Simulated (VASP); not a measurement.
A run of VASP 6.6.1 is set up as follows.

The input POSCAR:

```
In
1.0
   -1.6297352700      1.6297352700      2.4928993500
    1.6297352700     -1.6297352700      2.4928993500
    1.6297352700      1.6297352700     -2.4928993500
In
1
Direct
    0.0000000000      0.0000000000      0.0000000000
```

The input INCAR.step1:

```
SYSTEM = In
PREC = Accurate
ENCUT = 520
ISMEAR = -5
SIGMA = 0.1
LREAL = .FALSE.
LASPH = .TRUE.
NELM = 100
NBANDS = 12
GGA = PE
ALGO = Normal
EDIFF = 1E-4
LWAVE = .TRUE.
LCHARG = .FALSE.
```

Contents of INCAR.step2:

```
SYSTEM = In
PREC = Accurate
ENCUT = 520
EDIFF = 1E-8
ISMEAR = -5
SIGMA = 0.1
LREAL = .FALSE.
LASPH = .TRUE.
NELM = 100
ALGO = Normal
ISIF = 2
LWAVE = .FALSE.
LCHARG = .FALSE.
METAGGA = R2SCAN
LMIXTAU = .TRUE.
LEFG = .TRUE.
NBANDS = 12
ISTART = 1
```

File KPOINTS:

```
Automatic mesh
0
Gamma
  14 14 14
  0.5 0.5 0.5
```

Potentials or basis: VASP PAW PBE potentials, release 64 (In_d).

Command:

```bash
$ cat potpaw_PBE.64/In_d/POTCAR > POTCAR
$ cp INCAR.step1 INCAR
$ mpirun -np 1 vasp_std > vasp.out
$ cp INCAR.step2 INCAR
$ mpirun -np 1 vasp_std > vasp.out
```

(1) Predict the pressure.

(2) Estimate the band gap on the k mesh.

Answers

(1) -0.2 GPa.

(2) zero (an odd number of electrons rules out a gap without spin polarisation).

Caveat: without QUAD_EFG the Cq values of the log hold for a quadrupole moment of 1 mb, not for the nuclei; the PAW data sets were made with another functional, which shifts forces and pressure a little; spin-orbit coupling is left out, which moves the levels of the heavy elements; tetrahedron occupations give inexact forces and stress in metals.
